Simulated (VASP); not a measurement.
Set up this calculation in VASP 6.6.1, as the native input.

- Task: single point
- Functional: PBE
- Potentials or basis: VASP PAW PBE potentials, release 64 (Fe, C, Au, N)
- Cutoff: 520 eV
- k mesh: 4 × 4 × 4
- Occupations: gaussian, width 0.1 eV
- Spin: collinear spin, ferromagnetic start
- Starting moments: [4.0, 0.0, 0.0, 0.0, 0.0, 0.0, 0.0, 0.0, 0.0, 0.0] μB
- Dipole correction: no
- Further INCAR settings: ALGO = Normal; EDIFF = 1e-06; NBANDS = 42

The structure of FeAuC4N4 lies in POSCAR:

```
FeAuC4N4
1.0
    6.1182585283      0.0000000000      0.0000000000
    0.0000000000      6.1182585283      0.0000000000
    0.0000000000      0.0000000000      6.1182585283
Fe C Au N
1 4 1 4
Direct
    0.0000000000      0.0000000000      0.0000000000
    0.1865702086      0.1865702086      0.1865702086
    0.1865702086      0.8134297914      0.8134297914
    0.8134297914      0.1865702086      0.8134297914
    0.8134297914      0.8134297914      0.1865702086
    0.5000000000      0.5000000000      0.5000000000
    0.2969722992      0.2969722992      0.2969722992
    0.2969722992      0.7030277008      0.7030277008
    0.7030277008      0.2969722992      0.7030277008
    0.7030277008      0.7030277008      0.2969722992
```

These files were run (other wordings do the same):

INCAR

```
SYSTEM = FeAuC4N4
PREC = Accurate
ENCUT = 520
EDIFF = 1E-6
ISMEAR = 0
SIGMA = 0.1
LREAL = .False.
LASPH = .True.
NELM = 150
ALGO = Normal
ISIF = 2
LWAVE = .False.
LCHARG = .False.
ISPIN = 2
MAGMOM = 4 0 0 0 0 0 0 0 0 0
LORBIT = 11
LMAXMIX = 4
GGA = PE
NBANDS = 42
```

KPOINTS

```
Automatic mesh
0
Gamma
  4 4 4
  0 0 0
```

Potentials or basis: VASP PAW PBE potentials, release 64 (Fe, C, Au, N).

Run with:

```console
$ cat potpaw_PBE.64/Fe/POTCAR potpaw_PBE.64/C/POTCAR potpaw_PBE.64/Au/POTCAR potpaw_PBE.64/N/POTCAR > POTCAR
$ mpirun -np 1 vasp_std > vasp.out
```

It gave:

| Item | Value |
| --- | --- |
| Pressure | 0.4 GPa |
| Largest force | 0.384 eV/Å |
| Band gap on the k mesh | 0.25 eV (least direct gap 0.26 eV) |
| Net moment | 4.98 μB per cell |
| Site moments | Fe +3.58; C +0.02; Au +0.32; N +0.12 μB |
| Valence electrons inside the program's atomic spheres | Fe 7.03; C 2.60; Au 9.53; N 3.84 |

Caveat: spin-orbit coupling is left out, which moves the levels of the heavy elements; a cell with one magnetic atom can't hold antiferromagnetic order, which such compounds often take.

It took 5.2 min on 1 thread of Intel(R) Xeon(R) Platinum 8488C (Sapphire Rapids) (shared host), peak memory 0.5 GiB.
